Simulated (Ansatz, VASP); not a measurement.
# Te2Mo in VASP and in Ansatz

File INCAR:

```
ALGO = Normal ; EDIFF = 1E-7
ENCUT = 520 ; GGA = PE
ISIF = 2 ; ISMEAR = -1
LASPH = T ; LCHARG = T
LELF = T ; LREAL = F
LVHAR = T ; LWAVE = F
NBANDS = 64 ; NELM = 60
PREC = Accurate ; SIGMA = 0.05
```

The input KPOINTS:

```
k-points
0
Gamma
  4 8 2
```

POSCAR

```
Te2Mo
1.0
    6.3719217515      0.0000000000      0.0000000000
    0.0000000000      3.4919741795      0.0000000000
   -0.9530650552      0.0000000000     13.9192001300
Te Mo
8 4
Direct
    0.9437000000      0.7500000000      0.6045000000
    0.0563000000      0.2500000000      0.3955000000
    0.9030000000      0.2500000000      0.8514000000
    0.0970000000      0.7500000000      0.1486000000
    0.4112000000      0.7500000000      0.8955000000
    0.5888000000      0.2500000000      0.1045000000
    0.4432000000      0.2500000000      0.6484000000
    0.5568000000      0.7500000000      0.3516000000
    0.8167000000      0.7500000000      0.9926000000
    0.1833000000      0.2500000000      0.0074000000
    0.6819000000      0.2500000000      0.4934000000
    0.3181000000      0.7500000000      0.5066000000
```

File input.yaml:

```yaml
crystal:
  lattice:
    - [6.3719217515, 0.0, 0.0]
    - [0.0, 3.4919741795, 0.0]
    - [-0.9530650552, 0.0, 13.91920013]
  atoms:
    - { symbol: Te, position: [0.9437, 0.75, 0.6045] }
    - { symbol: Te, position: [0.0563, 0.25, 0.3955] }
    - { symbol: Te, position: [0.903, 0.25, 0.8514] }
    - { symbol: Te, position: [0.097, 0.75, 0.1486] }
    - { symbol: Te, position: [0.4112, 0.75, 0.8955] }
    - { symbol: Te, position: [0.5888, 0.25, 0.1045] }
    - { symbol: Te, position: [0.4432, 0.25, 0.6484] }
    - { symbol: Te, position: [0.5568, 0.75, 0.3516] }
    - { symbol: Mo, position: [0.8167, 0.75, 0.9926] }
    - { symbol: Mo, position: [0.1833, 0.25, 0.0074] }
    - { symbol: Mo, position: [0.6819, 0.25, 0.4934] }
    - { symbol: Mo, position: [0.3181, 0.75, 0.5066] }
hamiltonian:
  xc: pbe
  pseudopotentials: { kind: paw, partial_waves: polarizable }
kpoints:
  mp_grid: { grid: [4, 8, 2] }
scf:
  occupations: { method: fermi_dirac, width: 0.05 }
output:
  forces: true
  stress: true
  eigenvalues: true
  write_density: true
  write_potential: true
  elf: true
  volumetric_format: npy
```

Alike in both runs: task single point; functional PBE; k mesh 4 × 8 × 2; occupations fermi-dirac, width 0.05 eV; no spin polarisation.

|  | VASP | Ansatz |
| --- | --- | --- |
| version | VASP 6.6.1 | Ansatz 0.2.0 |
| potentials or method | VASP PAW PBE potentials, release 64 (Te, Mo_sv) | Ansatz PAW polarizable |
| plane-wave cutoff (eV) | 520 | 420 |
| valence electrons in the cell | 104 | 184 |

Ansatz gave:

- gap on the k mesh at the Fermi level (eV): none
- pressure (GPa): 0.6
- traceless stress, the component that is largest in VASP (GPa): 0.20
- rms of the force components (eV/Å): 0.095

Q: Which values does VASP return?

A: gap on the k mesh at the Fermi level (eV): none; pressure (GPa): 0.6; traceless stress, the component that is largest in VASP (GPa): 0.21; rms of the force components (eV/Å): 0.091.

Atom by atom the forces differ by 0.005 eV/Å (rms over components). A gap of «none» marks a metal or a gap that the smearing closes. With one functional, cell and mesh, what is left measures potentials, basis and numerics. VASP's potentials hold 104 valence electrons a cell and Ansatz's 184, so a difference there can come from the potentials and not from the codes.

Neither program's run includes spin-orbit coupling.
